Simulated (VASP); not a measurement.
# Hg (Fd-3m) in VASP: single point with LDA

Aim: the single point of Hg with LDA.

Program: VASP 6.6.1. These are calculated values, not measurements. Logs are shortened: lines on timing, memory, paths and dates and some standing lists are left out, and cuts for length are marked.

## (1) The cell of the first run

It takes space group Fd-3m (No. 227, cubic). Conventional cell: a = 6.046 Å, b = 6.046 Å, c = 6.046 Å, α = 90.00°, β = 90.00°, γ = 90.00°. Within 3.5 Å of Hg (site symmetry -43m) lie 4 Hg at 2.62 Å.

## (2) Single point, LDA

INCAR

```
SYSTEM = Hg
ALGO = Normal
EDIFF = 1E-6
ENCUT = 550
GGA_COMPAT = .False.
ISIF = 2
ISMEAR = -1
LASPH = .True.
LCHARG = .False.
LREAL = .False.
LWAVE = .False.
NBANDS = 27
NELM = 120
PREC = Accurate
SIGMA = 0.1
```

KPOINTS

```
k-points
0
Gamma
  11 11 11
  0 0 0
```

POSCAR

```
Hg
1.0
    0.0000000000      3.0229998302      3.0229998302
    3.0229998302      0.0000000000      3.0229998302
    3.0229998302      3.0229998302      0.0000000000
Hg
2
Direct
   -0.1250000000     -0.1250000000     -0.1250000000
    0.1250000000      0.1250000000      0.1250000000
```

Potentials or basis: VASP PAW LDA potentials, release 64 (Hg_sv_GW).

On the command line:

```sh
$ cat potpaw_LDA.64/Hg_sv_GW/POTCAR > POTCAR
$ mpirun -np 1 vasp_std > vasp.out
```

OUTCAR:

```text
SYSTEM = Hg
   EDIFF = 1E-6
   ENCUT = 550
   ISIF = 2
   ISMEAR = -1
   LASPH = .True.
   LREAL = .False.
   NELM = 120
   PREC = Accurate

 ion  position               nearest neighbor table
   1  0.875  0.875  0.875-   2 2.62   2 2.62   2 2.62   2 2.62
   2  0.125  0.125  0.125-   1 2.62   1 2.62   1 2.62   1 2.62

  LATTYP: Found a face centered cubic cell.
 ALAT       =     6.0459996604

  Lattice vectors:

 A1 = (   0.0000000000,   3.0229998302,   3.0229998302)
 A2 = (   3.0229998302,   0.0000000000,   3.0229998302)
 A3 = (   3.0229998302,   3.0229998302,   0.0000000000)

Analysis of symmetry for initial positions (statically):
=====================================================================
 Subroutine PRICEL returns:
 Original cell was already a primitive cell.

 Routine SETGRP: Setting up the symmetry group for a
 face centered cubic supercell.

 Subroutine GETGRP returns: Found 48 space group operations
 (whereof 12 operations were pure point group operations)
 out of a pool of 48 trial point group operations.

The static configuration has the point symmetry D_3d.
 The point group associated with its full space group is O_h .

Analysis of symmetry for dynamics (positions and initial velocities):
=====================================================================
 Subroutine PRICEL returns:
 Original cell was already a primitive cell.

 Routine SETGRP: Setting up the symmetry group for a
 face centered cubic supercell.

 Subroutine GETGRP returns: Found 48 space group operations
 (whereof 12 operations were pure point group operations)
 out of a pool of 48 trial point group operations.

The dynamic configuration has the point symmetry D_3d.
 The point group associated with its full space group is O_h .

 Subroutine INISYM returns: Found 48 space group operations
 (whereof 12 operations are pure point group operations),
 and found     1 'primitive' translations

----------------------------------------------------------------------------------------

                                     Primitive cell

  volume of cell :      55.2515

  direct lattice vectors                    reciprocal lattice vectors
     0.000000000  3.022999830  3.022999830    -0.165398620  0.165398620  0.165398620
     3.022999830  0.000000000  3.022999830     0.165398620 -0.165398620  0.165398620
     3.022999830  3.022999830  0.000000000     0.165398620  0.165398620 -0.165398620

  length of vectors
     4.275167359  4.275167359  4.275167359     0.286478813  0.286478813  0.286478813

  position of ions in fractional coordinates (direct lattice)
     0.875000000  0.875000000  0.875000000
     0.125000000  0.125000000  0.125000000
[... 77 lines left out ...]
   EDIFF  = 0.1E-05   stopping-criterion for ELM
   LREAL  =      F    real-space projection
   EDIFFG = 0.1E-04   stopping-criterion for IOM
   NSW    =      0    number of steps for IOM
   IBRION =     -1    ionic relax: 0-MD 1-quasi-New 2-CG
   NFREE  =      0    steps in history (QN), initial steepest desc. (CG)
   ISIF   =      2    stress and relaxation
   ISYM   =      2    0-nonsym 1-usesym 2-fastsym
   POTIM  = 0.5000    time-step for ionic-motion
   TEBEG  =    0.0;   TEEND  =   0.0 temperature during run
   PSTRESS=    0.0 pullay stress
   NELECT =      40.0000    total number of electrons
   NUPDOWN=      -1.0000    fix difference up-down
   EMIN   =  10.00;   EMAX   =-10.00  energy-range for DOS
   EFERMI =   0.00;   METHOD = LEGACY
   ISMEAR =    -1;   SIGMA  =   0.10  broadening in eV -4-tet -1-fermi 0-gaus
   EFERMI_NEDOS =   21; number of points for ismear=-14 and -15
   IALGO  =     38    algorithm
   IMIX   =      4    mixing-type and parameters
     AMIX     =   0.40;   BMIX     =  1.00
     AMIX_MAG =   1.60;   BMIX_MAG =  1.00
  volume/ion in A,a.u.               =      27.63       186.43
  Fermi-wavevector in a.u.,A,eV,Ry     =   1.469987  2.777872 29.400293  2.160861
  Thomas-Fermi vector in A             =   2.585298
   LORBIT       =      0    0 simple, 1 ext, 2 COOP (PROOUT), +10 PAW based schemes
   GGA     = CA    functional components
   LHFCALC =     F    Hartree Fock is set to
   AEXX    =    0.0000 exact exchange contribution
   IVDW    =     0    specifies the selected vdW correction
   LEPSILON=     F    determine dielectric tensor
   LRPA    =     F    only Hartree local field effects (RPA)
 non-spin polarized calculation
  energy-cutoff  :      550.00
  volume of cell :       55.25
 maximum number of plane-waves:      1639
 NGX is ok and might be reduce to    36
   NGX = 17   NGY = 17   NGZ = 17

 number of electron      39.9999988 magnetization

 Free energy of the ion-electron system (eV)
  ---------------------------------------------------
  ext. energy  EPLUGINS =         0.00000000
  ---------------------------------------------------
  free energy    TOTEN  =        -1.13348966 eV

  energy without entropy =       -1.10427352  energy(sigma->0) =       -1.11888159

 E-fermi :   4.5379     XC(G=0): -10.5204

 val. band max:        4.5215828242   @ k =  -0.2727   0.2727   0.0000
 cond. band min:       4.5519277990   @ k =  -0.3636   0.4545   0.1818
 fundamental gap:      0.0303449748
 Fermi energy:         4.5378508638

 k-point     1 :       0.0000    0.0000    0.0000
  band No.  band energies     occupation
      1    -110.6215      2.00000
      2    -110.5979      2.00000
      3     -59.3052      2.00000
      4     -59.3052      2.00000
      5     -59.3052      2.00000
      6     -59.1650      2.00000
[... 709 lines left out ...]
     26      13.4174      0.00000
     27      14.9932      0.00000

 [... further k-points ...]

------------------------ aborting loop because EDIFF is reached ----------------------------------------

  FORCE on cell =-STRESS in cart. coord.  units (eV):
  Direction    XX          YY          ZZ          XY          YZ          ZX
  --------------------------------------------------------------------------------------
  -------------------------------------------------------------------------------------
  Total        3.3262084      3.3262084      3.3262084     -0.0000000     -0.0000000      0.0000000
  in kB       96.4529859     96.4529859     96.4529859     -0.0000000     -0.0000000      0.0000000
  external PRESSURE =      96.4529859 kB  Pullay stress =       0.0000000 kB

 VOLUME and BASIS-vectors are now :
 -----------------------------------------------------------------------------
  energy-cutoff  :      550.00
  volume of cell :       55.25
      direct lattice vectors                 reciprocal lattice vectors
     0.000000000  3.022999830  3.022999830    -0.165398620  0.165398620  0.165398620
     3.022999830  0.000000000  3.022999830     0.165398620 -0.165398620  0.165398620
     3.022999830  3.022999830  0.000000000     0.165398620  0.165398620 -0.165398620

 POSITION                                       TOTAL-FORCE (eV/Angst)
 -----------------------------------------------------------------------------------
      5.29025      5.29025      5.29025        -0.000000     -0.000000     -0.000000
      0.75575      0.75575      0.75575         0.000000      0.000000      0.000000
 -----------------------------------------------------------------------------------
    total drift:                                0.000000      0.000000      0.000000

  FREE ENERGIE OF THE ION-ELECTRON SYSTEM (eV)
  ---------------------------------------------------
  free  energy   TOTEN  =        -1.1334896563 eV

  energy  without entropy=       -1.1042735234  energy(sigma->0) =       -1.11888159
```

OSZICAR:

```text
N       E                     dE             d eps       ncg     rms          rms(c)
DAV:   1     0.890082073090E+03    0.89008E+03   -0.26738E+04  3368   0.203E+03
DAV:   2     0.900562752954E+02   -0.80003E+03   -0.75369E+03  3024   0.884E+02
DAV:   3     0.267739368530E+01   -0.87379E+02   -0.86317E+02  4367   0.267E+02
DAV:   4    -0.105597495055E+01   -0.37334E+01   -0.37237E+01  4029   0.800E+01
DAV:   5    -0.131231300076E+01   -0.25634E+00   -0.25631E+00  4341   0.179E+01    0.484E+01
DAV:   6    -0.115008852943E+01    0.16222E+00   -0.42488E-01  4637   0.944E+00    0.286E+01
DAV:   7    -0.113591048122E+01    0.14178E-01   -0.82356E-02  4634   0.276E+00    0.174E+00
DAV:   8    -0.113350517325E+01    0.24053E-02   -0.13433E-02  4246   0.195E+00    0.212E-01
DAV:   9    -0.113348761309E+01    0.17560E-04   -0.39899E-04  3692   0.266E-01    0.414E-02
DAV:  10    -0.113348932134E+01   -0.17082E-05   -0.19341E-05  4487   0.736E-02    0.900E-03
DAV:  11    -0.113348965629E+01   -0.33496E-06   -0.77554E-07  2524   0.149E-02
   1 F= -.11334897E+01 E0= -.11188816E+01  d E =-.292161E-01
```

stdout:

```text
POSCAR found type information on POSCAR Hg
 POSCAR found :  1 types and       2 ions
 scaLAPACK will be used
 LDA part: xc-table for (Slater(with rela. corr.)+CA(PZ))
 , standard interpolation
 POSCAR, INCAR and KPOINTS ok, starting setup
 FFT: planning ... GRIDC
 FFT: planning ... GRID_SOFT
 FFT: planning ... GRID
 WAVECAR not read
 entering main loop
```

Wall time 47 s (1 thread of Intel Xeon 6975P-C (Granite Rapids), shared host); peak memory 0.23 GiB.

What came out:

```
Free energy            : -1.1335 eV
Pressure               : 9.6 GPa
Band gap on the k mesh : zero (bands 20 and 21 overlap by 6.09 eV)
```

Levels at points of the mesh, in eV from the Fermi level:
```csv
k point,band 18,band 19,band 20,band 21,band 22,band 23
"(0.00, 0.00, 0.00)",-6.10,-6.10,5.47,6.49,6.49,6.49
```

Caveat: the cell stands under pressure; spin-orbit coupling is left out, which moves the levels of the heavy elements.

The gap in the log of VASP goes by the Fermi energy; the results here count the filled bands.